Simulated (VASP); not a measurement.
# MgO in VASP: further runs

The runs below take MgO through single point, with PBEsol.

Program: VASP 6.6.1. These are calculated values, not measurements. Logs are shortened: lines on timing, memory, paths and dates and some standing lists are left out, and cuts for length are marked.

### 1 The cell of the first run

The structure is hexagonal, space group P-6m2 (No. 187). The conventional cell has a = 2.938 Å, b = 2.938 Å, c = 2.680 Å, α = 90.00°, β = 90.00°, γ = 120.00°. Mg (site symmetry -6m2) has 6 O at 2.16 Å and 2 Mg at 2.68 Å within 2.9 Å. O (site symmetry -6m2) has 6 Mg at 2.16 Å and 2 O at 2.68 Å within 2.9 Å.

### 2 Single point, PBEsol

File INCAR:

```
SYSTEM = MgO
PREC = Accurate
ENCUT = 520
EDIFF = 1E-6
ISMEAR = 0
SIGMA = 0.05
LREAL = .FALSE.
LASPH = .TRUE.
NELM = 80
ALGO = Normal
ISIF = 2
LWAVE = .FALSE.
LCHARG = .TRUE.
GGA = PS
LELF = .TRUE.
LVHAR = .TRUE.
NBANDS = 11
```

File KPOINTS:

```
Automatic mesh
0
G
  12 12 8
  0 0 0
```

File POSCAR:

```
MgO
1.0
    2.9380210000      0.0000000000      0.0000000000
   -1.4690100000      2.5444010000      0.0000000000
    0.0000000000      0.0000000000      2.6796800000
Mg O
1 1
Direct
    0.0000000000      0.0000000000      0.0000000000
    0.3333333333      0.6666666667      0.5000000000
```

Potentials or basis: VASP PAW PBE potentials, release 64 (Mg, O).

The run is started by

```console
$ cat potpaw_PBE.64/Mg/POTCAR potpaw_PBE.64/O/POTCAR > POTCAR
$ mpirun -np 1 vasp_std > vasp.out
```

OUTCAR:

```text
SYSTEM = MgO
   PREC = Accurate
   ENCUT = 520
   EDIFF = 1E-6
   ISMEAR = 0
   LREAL = .FALSE.
   LASPH = .TRUE.
   NELM = 80
   ISIF = 2
   GGA = PS

 ion  position               nearest neighbor table
   1  0.000  0.000  0.000-   2 2.16   2 2.16   2 2.16   2 2.16   2 2.16   2 2.16
   2  0.333  0.667  0.500-   1 2.16   1 2.16   1 2.16   1 2.16   1 2.16   1 2.16

  LATTYP: Found a hexagonal cell.
 ALAT       =     2.9380210000
 C/A-ratio  =     0.9120697231

  Lattice vectors:

 A1 = (   2.9380210000,   0.0000000000,   0.0000000000)
 A2 = (  -1.4690100000,   2.5444010000,   0.0000000000)
 A3 = (   0.0000000000,   0.0000000000,   2.6796800000)

Analysis of symmetry for initial positions (statically):
=====================================================================
 Subroutine PRICEL returns:
 Original cell was already a primitive cell.

 Routine SETGRP: Setting up the symmetry group for a
 hexagonal supercell.

 Subroutine GETGRP returns: Found 12 space group operations
 (whereof 12 operations were pure point group operations)
 out of a pool of 24 trial point group operations.

The static configuration has the point symmetry D_3h.

Analysis of symmetry for dynamics (positions and initial velocities):
=====================================================================
 Subroutine PRICEL returns:
 Original cell was already a primitive cell.

 Routine SETGRP: Setting up the symmetry group for a
 hexagonal supercell.

 Subroutine GETGRP returns: Found 12 space group operations
 (whereof 12 operations were pure point group operations)
 out of a pool of 24 trial point group operations.

The dynamic configuration has the point symmetry D_3h.

 Subroutine INISYM returns: Found 12 space group operations
 (whereof 12 operations are pure point group operations),
 and found     1 'primitive' translations

----------------------------------------------------------------------------------------

                                     Primitive cell

  volume of cell :      20.0320

  direct lattice vectors                    reciprocal lattice vectors
     2.938021000  0.000000000  0.000000000     0.340365164  0.196509839  0.000000000
    -1.469010000  2.544401000  0.000000000     0.000000000  0.393019811  0.000000000
     0.000000000  0.000000000  2.679680000     0.000000000  0.000000000  0.373178887

  length of vectors
     2.938021000  2.938020903  2.679680000     0.393019798  0.393019811  0.373178887

  position of ions in fractional coordinates (direct lattice)
     0.000000000  0.000000000  0.000000000
     0.333333333  0.666666667  0.500000000

  ion indices of the primitive-cell ions
   primitive index   ion index
                 1           1
                 2           2

----------------------------------------------------------------------------------------

 KPOINTS: Automatic mesh

Automatic generation of k-mesh.
 Grid dimensions read from file:
 generate k-points for:   12   12    8

 Generating k-lattice:

  Cartesian coordinates                     Fractional coordinates (reciprocal lattice)
     0.028363764  0.016375820  0.000000000     0.083333333  0.000000000  0.000000000
     0.000000000  0.032751651  0.000000000     0.000000000  0.083333333  0.000000000
     0.000000000  0.000000000  0.046647361     0.000000000  0.000000000  0.125000000

  Length of vectors
     0.032751650  0.032751651  0.046647361

  Shift w.r.t. Gamma in fractional coordinates (k-lattice)
     0.000000000  0.000000000  0.000000000

 Subroutine IBZKPT returns following result:
 ===========================================

 Found     95 irreducible k-points:

 Following reciprocal coordinates:
            Coordinates               Weight
  0.000000  0.000000  0.000000      1.000000
  0.083333 -0.000000  0.000000      6.000000
  0.166667  0.000000  0.000000      6.000000
  0.250000  0.000000  0.000000      6.000000
  0.333333  0.000000  0.000000      6.000000
  0.416667  0.000000  0.000000      6.000000
[... 16 lines left out ...]
  0.250000  0.000000  0.125000     12.000000
  0.333333  0.000000  0.125000     12.000000
 [... further k-points ...]
   k-points           NKPTS =     95   k-points in BZ     NKDIM =     95   number of bands    NBANDS=     11
   number of dos      NEDOS =    301   number of ions     NIONS =      2
   total plane-waves  NPLWV =  11520
   dimension x,y,z NGX =    24 NGY =   24 NGZ =   20
   dimension x,y,z NGXF=    48 NGYF=   48 NGZF=   40
   ions per type =               1   1
   NGX,Y,Z   is equivalent  to a cutoff of  13.58, 13.58, 12.41 a.u.
   NGXF,Y,Z  is equivalent  to a cutoff of  27.16, 27.16, 24.82 a.u.
 SYSTEM =  MgO
   PREC   = accura    normal or accurate (medium, high low for compatibility)
   ISTART =      0    job   : 0-new  1-cont  2-samecut
   ICHARG =      2    charge: 1-file 2-atom 10-const
   ISPIN  =      1    spin polarized calculation?
   LNONCOLLINEAR =      F non collinear calculations
   LSORBIT =      F    spin-orbit coupling
   LASPH  =      T    aspherical Exc in radial PAW
   ENCUT  =  520.0 eV  38.22 Ry    6.18 a.u.   5.46  5.46  4.98*2*pi/ulx,y,z
   NELM   =     80;   NELMIN=  2; NELMDL= -5     # of ELM steps
   EDIFF  = 0.1E-05   stopping-criterion for ELM
   LREAL  =      F    real-space projection
   EDIFFG = 0.1E-04   stopping-criterion for IOM
   NSW    =      0    number of steps for IOM
   IBRION =     -1    ionic relax: 0-MD 1-quasi-New 2-CG
   NFREE  =      0    steps in history (QN), initial steepest desc. (CG)
   ISIF   =      2    stress and relaxation
   ISYM   =      2    0-nonsym 1-usesym 2-fastsym
   POTIM  = 0.5000    time-step for ionic-motion
   TEBEG  =    0.0;   TEEND  =   0.0 temperature during run
   PSTRESS=    0.0 pullay stress
   NELECT =       8.0000    total number of electrons
   NUPDOWN=      -1.0000    fix difference up-down
   EMIN   =  10.00;   EMAX   =-10.00  energy-range for DOS
   EFERMI =   0.00;   METHOD = LEGACY
   ISMEAR =     0;   SIGMA  =   0.05  broadening in eV -4-tet -1-fermi 0-gaus
   EFERMI_NEDOS =   21; number of points for ismear=-14 and -15
   IALGO  =     38    algorithm
   IMIX   =      4    mixing-type and parameters
     AMIX     =   0.40;   BMIX     =  1.00
     AMIX_MAG =   1.60;   BMIX_MAG =  1.00
  volume/ion in A,a.u.               =      10.02        67.59
  Fermi-wavevector in a.u.,A,eV,Ry     =   1.205583  2.278221 19.775113  1.453430
  Thomas-Fermi vector in A             =   2.341275
   LORBIT       =      0    0 simple, 1 ext, 2 COOP (PROOUT), +10 PAW based schemes
   GGA     = PS    functional components
   LHFCALC =     F    Hartree Fock is set to
   AEXX    =    0.0000 exact exchange contribution
   IVDW    =     0    specifies the selected vdW correction
   LEPSILON=     F    determine dielectric tensor
   LRPA    =     F    only Hartree local field effects (RPA)
 non-spin polarized calculation
 Gauss-broadening in eV      SIGMA  =   0.05
  energy-cutoff  :      520.00
  volume of cell :       20.03
 maximum number of plane-waves:       562
 NGX is ok and might be reduce to    24
   NGX = 11   NGY = 11   NGZ =  9

 number of electron       7.9999996 magnetization

 Free energy of the ion-electron system (eV)
  ---------------------------------------------------
  ext. energy  EPLUGINS =         0.00000000
  ---------------------------------------------------
  free energy    TOTEN  =       -11.81647964 eV

  energy without entropy =      -11.81647964  energy(sigma->0) =      -11.81647964

 E-fermi :   3.4623     XC(G=0): -10.9545

 val. band max:        3.1842512141   @ k =   0.3333   0.3333   0.0000
 cond. band min:       6.1046359518   @ k =   0.0000   0.0000   0.0000
 fundamental gap:      2.9203847377
 Fermi energy:         3.4622802521

 k-point     1 :       0.0000    0.0000    0.0000
  band No.  band energies     occupation
      1     -14.1884      2.00000
      2       2.5766      2.00000
      3       2.5766      2.00000
      4       2.7782      2.00000
      5       6.1046      0.00000
      6      14.8768      0.00000
      7      18.6321      0.00000
      8      18.6322      0.00000
      9      22.8346      0.00000
     10      23.9425      0.00000
     11      25.5600      0.00000

 k-point     2 :       0.0833   -0.0000    0.0000
  band No.  band energies     occupation
      1     -14.1263      2.00000
      2       2.0834      2.00000
      3       2.5235      2.00000
      4       2.8008      2.00000
      5       6.5717      0.00000
      6      14.9004      0.00000
      7      17.8691      0.00000
      8      18.8144      0.00000
      9      23.7783      0.00000
     10      23.8227      0.00000
     11      25.6495      0.00000

 k-point     3 :       0.1667    0.0000    0.0000
  band No.  band energies     occupation
      1     -13.9513      2.00000
      2       1.0655      2.00000
      3       2.3823      2.00000
      4       2.8633      2.00000
      5       7.5156      0.00000
      6      14.6993      0.00000
      7      16.9950      0.00000
      8      19.2978      0.00000
      9      23.4819      0.00000
     10      24.1320      0.00000
     11      26.0640      0.00000

 k-point     4 :       0.2500    0.0000    0.0000
  band No.  band energies     occupation
      1     -13.6981      2.00000
      2      -0.0072      2.00000
      3       2.1983      2.00000
      4       2.9510      2.00000
      5       8.4691      0.00000
      6      14.0546      0.00000
      7      16.8349      0.00000
      8      19.9103      0.00000
      9      22.9868      0.00000
     10      23.8630      0.00000
     11      26.8552      0.00000

 k-point     5 :       0.3333    0.0000    0.0000
  band No.  band energies     occupation
      1     -13.4261      2.00000
      2      -0.9210      2.00000
      3       2.0234      2.00000
      4       3.0415      2.00000
      5       9.1945      0.00000
      6      13.5681      0.00000
      7      16.7249      0.00000
      8      20.4447      0.00000
      9      22.4661      0.00000
     10      24.0250      0.00000
     11      28.1883      0.00000
[... 211 lines left out ...]
 k-point    21 :       0.0833   -0.0000    0.1250
  band No.  band energies     occupation
      1     -13.9897      2.00000
      2       1.6207      2.00000
      3       2.3125      2.00000
      4       2.5943      2.00000
      5       7.3433      0.00000
      6      15.0110      0.00000
      7      18.1149      0.00000
      8      18.9994      0.00000
      9      23.1000      0.00000
     10      24.2856      0.00000
     11      24.7487      0.00000

 k-point    22 :       0.1667    0.0000    0.1250
  band No.  band energies     occupation
      1     -13.8205      2.00000
      2       1.0674      2.00000
      3       2.0482      2.00000
      4       2.4526      2.00000
      5       8.1501      0.00000
      6      14.7971      0.00000
      7      17.2958      0.00000
      8      19.4295      0.00000
      9      21.8445      0.00000
     10      24.9607      0.00000
     11      25.5735      0.00000

 k-point    23 :       0.2500    0.0000    0.1250
  band No.  band energies     occupation
      1     -13.5761      2.00000
      2       0.1069      2.00000
      3       2.1446      2.00000
      4       2.2678      2.00000
      5       8.9617      0.00000
      6      14.1652      0.00000
      7      17.2054      0.00000
      8      19.9277      0.00000
      9      20.7669      0.00000
     10      25.4643      0.00000
     11      26.2268      0.00000

 k-point    24 :       0.3333    0.0000    0.1250
  band No.  band energies     occupation
      1     -13.3138      2.00000
      2      -0.7629      2.00000
      3       2.0921      2.00000
      4       2.2934      2.00000
      5       9.5503      0.00000
      6      13.6216      0.00000
      7      17.2068      0.00000
      8      20.1887      0.00000
      9      20.2976      0.00000
     10      26.2598      0.00000
     11      26.7560      0.00000

 [... further k-points ...]

------------------------ aborting loop because EDIFF is reached ----------------------------------------

  FORCE on cell =-STRESS in cart. coord.  units (eV):
  Direction    XX          YY          ZZ          XY          YZ          ZX
  --------------------------------------------------------------------------------------
  -------------------------------------------------------------------------------------
  Total       -0.5317238     -0.5317239     -0.5653289     -0.0000001      0.0000000      0.0000000
  in kB      -42.5278392    -42.5278452    -45.2156057     -0.0000084      0.0000000      0.0000000
  external PRESSURE =     -43.4237634 kB  Pullay stress =       0.0000000 kB

 VOLUME and BASIS-vectors are now :
 -----------------------------------------------------------------------------
  energy-cutoff  :      520.00
  volume of cell :       20.03
      direct lattice vectors                 reciprocal lattice vectors
     2.938021000  0.000000000  0.000000000     0.340365164  0.196509839  0.000000000
    -1.469010000  2.544401000  0.000000000     0.000000000  0.393019811  0.000000000
     0.000000000  0.000000000  2.679680000     0.000000000  0.000000000  0.373178887

 POSITION                                       TOTAL-FORCE (eV/Angst)
 -----------------------------------------------------------------------------------
      0.00000      0.00000      0.00000         0.000000      0.000000      0.000000
      0.00000      1.69627      1.33984        -0.000000      0.000000      0.000000
 -----------------------------------------------------------------------------------
    total drift:                                0.000009     -0.000003     -0.000000

  FREE ENERGIE OF THE ION-ELECTRON SYSTEM (eV)
  ---------------------------------------------------
  free  energy   TOTEN  =       -11.8164796448 eV

  energy  without entropy=      -11.8164796448  energy(sigma->0) =      -11.81647964
```

It used 33 s of CPU time on 1 thread of AMD EPYC 7R13 Processor (Zen 3), on a shared host.

Results:

```yaml
Free_energy: -11.8165 eV
Pressure: -4.3 GPa
Band_gap_on_the_k_mesh: 2.92 eV, indirect (least direct gap 3.33 eV)
```

Caveat: the PAW data sets were made with another functional, which shifts forces and pressure a little. As with any semilocal functional, this PBEsol gap is likely too small.

### 3 Single point, PBEsol

File INCAR:

```
PREC = Accurate
ENCUT = 520
EDIFF = 1E-6
ISMEAR = 0
SIGMA = 0.05
LREAL = F
LASPH = T
NELM = 100
ALGO = Normal
ISIF = 2
LWAVE = F
LCHARG = F
GGA = PS
NBANDS = 11
```

File KPOINTS:

```
regular mesh
0
Gamma
  12 12 8
```

File POSCAR:

```
MgO
1.0
    2.9380210000     -0.0293802100      0.0000000000
   -1.4944540100      2.5590911000      0.0000000000
    0.0000000000      0.0000000000      2.6796800000
Mg O
1 1
Direct
    0.0000000000      0.0000000000      0.0000000000
    0.3333333333      0.6666666667      0.5000000000
```

Potentials or basis: VASP PAW PBE potentials, release 64 (Mg, O).

The run is started by

```console
$ cat potpaw_PBE.64/Mg/POTCAR potpaw_PBE.64/O/POTCAR > POTCAR
$ mpirun -np 1 vasp_std > vasp.out
```

It used 97 s of CPU time on 1 thread of AMD EPYC 7R13 Processor (Zen 3), with other jobs on the host.

It converged, with:

```
Free energy            : -11.8136 eV
Pressure               : -4.3 GPa
Largest force          : 0.003 eV/Å
Band gap on the k mesh : 2.92 eV, indirect (least direct gap 3.32 eV)
```

Forces in eV/Å, atoms in the order of the input:
```
Mg  -0.002  0.003  0.000
O    0.002 -0.003  0.000
```

Stress tensor (GPa, compression positive):
```
-4.26  2.33  0.00
 2.33 -4.15  0.00
 0.00  0.00 -4.50
```

Levels at points of the mesh, in eV from the valence-band top:
```
           k point  band 1  band 2  band 3  band 4  band 5  band 6  band 7  band 8  band 9
(0.00, 0.00, 0.00)  -17.37   -0.66   -0.55   -0.41    2.92   11.69   15.22   15.69   19.66
(0.50, 0.00, 0.00)  -16.29   -4.90   -1.42   -0.04    6.35   10.56   12.97   17.50   18.83
(0.00, 0.50, 0.00)  -16.31   -4.94   -1.33   -0.05    6.47   10.47   12.94   17.70   18.75
(0.50, 0.50, 0.00)  -16.34   -4.98   -1.23   -0.06    6.58   10.38   12.92   17.91   18.66
(0.00, 0.00, 0.50)  -16.28   -5.41   -0.14   -0.05    8.15    8.92   17.17   17.68   18.18
(0.50, 0.00, 0.50)  -15.52   -3.72   -3.38   -0.91    5.78   11.09   13.86   14.80   14.87
(0.00, 0.50, 0.50)  -15.54   -3.75   -3.39   -0.83    5.69   11.27   13.90   14.71   15.11
(0.50, 0.50, 0.50)  -15.57   -3.78   -3.41   -0.75    5.61   11.45   13.94   14.57   15.41
```

Caveat: the PAW data sets were made with another functional, which shifts forces and pressure a little. A k mesh can miss the band edges.

### 4 Single point, PBEsol

File INCAR:

```
  PREC = Accurate
  ENCUT = 520
  EDIFF = 1E-7
  ISMEAR = 0
  SIGMA = 0.05
  LREAL = False
  LASPH = True
  NELM = 80
  ALGO = Normal
  ISIF = 2
  LWAVE = False
  LCHARG = False
  GGA = PS
  NBANDS = 11
```

File KPOINTS:

```
Automatic mesh
0
Gamma
  12 12 8
```

File POSCAR:

```
MgO
1.0
    2.9380210000     -0.0146901050      0.0000000000
   -1.4817320050      2.5517460500      0.0000000000
    0.0000000000      0.0000000000      2.6796800000
Mg O
1 1
Direct
    0.0000000000      0.0000000000      0.0000000000
    0.3333333333      0.6666666667      0.5000000000
```

Potentials or basis: VASP PAW PBE potentials, release 64 (Mg, O).

The run is started by

```console
$ cat potpaw_PBE.64/Mg/POTCAR potpaw_PBE.64/O/POTCAR > POTCAR
$ mpirun -np 1 vasp_std > vasp.out
```

OUTCAR:

```text
PREC = Accurate
   ENCUT = 520
   EDIFF = 1E-7
   ISMEAR = 0
   LREAL = False
   LASPH = True
   NELM = 80
   ISIF = 2
   GGA = PS

 ion  position               nearest neighbor table
   1  0.000  0.000  0.000-   2 2.16   2 2.16   2 2.16   2 2.16   2 2.17   2 2.17
   2  0.333  0.667  0.500-   1 2.16   1 2.16   1 2.16   1 2.16   1 2.17   1 2.17

  LATTYP: Found a simple monoclinic cell.
 ALAT       =     2.9253086171
 B/A-ratio  =     0.9160332638
 C/A-ratio  =     1.0043582096
[... 528 lines left out ...]
------------------------ aborting loop because EDIFF is reached ----------------------------------------

  FORCE on cell =-STRESS in cart. coord.  units (eV):
  Direction    XX          YY          ZZ          XY          YZ          ZX
  --------------------------------------------------------------------------------------
  -------------------------------------------------------------------------------------
  Total       -0.5321514     -0.5285832     -0.5648613      0.1458724      0.0000000      0.0000000
  in kB      -42.5630988    -42.2777022    -45.1793370     11.6673190      0.0000000      0.0000000
  external PRESSURE =     -43.3400460 kB  Pullay stress =       0.0000000 kB

 VOLUME and BASIS-vectors are now :
 -----------------------------------------------------------------------------
  energy-cutoff  :      520.00
  volume of cell :       20.03
      direct lattice vectors                 reciprocal lattice vectors
     2.938021000 -0.014690105  0.000000000     0.341356247  0.198216620  0.000000000
    -1.481732005  2.551746050  0.000000000     0.001965148  0.393029637  0.000000000
     0.000000000  0.000000000  2.679680000     0.000000000  0.000000000  0.373178887

 POSITION                                       TOTAL-FORCE (eV/Angst)
 -----------------------------------------------------------------------------------
      0.00000      0.00000      0.00000        -0.000540      0.000520      0.000000
     -0.00848      1.69627      1.33984         0.000540     -0.000520      0.000000
 -----------------------------------------------------------------------------------
    total drift:                                0.000346     -0.000250     -0.000000

  FREE ENERGIE OF THE ION-ELECTRON SYSTEM (eV)
  ---------------------------------------------------
  free  energy   TOTEN  =       -11.8157575139 eV

  energy  without entropy=      -11.8157575139  energy(sigma->0) =      -11.81575751
```

It used 190 s of CPU time on 1 thread of AMD EPYC 7R13 Processor (Zen 3) (shared host).

What came out:

```
Free energy            : -11.8158 eV
Pressure               : -4.3 GPa
Band gap on the k mesh : 2.92 eV, indirect (least direct gap 3.33 eV)
```

Stress tensor (GPa, compression positive):
```
-4.26  1.17  0.00
 1.17 -4.23  0.00
 0.00  0.00 -4.52
```

Caveat: the PAW data sets were made with another functional, which shifts forces and pressure a little. A k mesh can miss the band edges.

(Continued in part 2 of 2.)
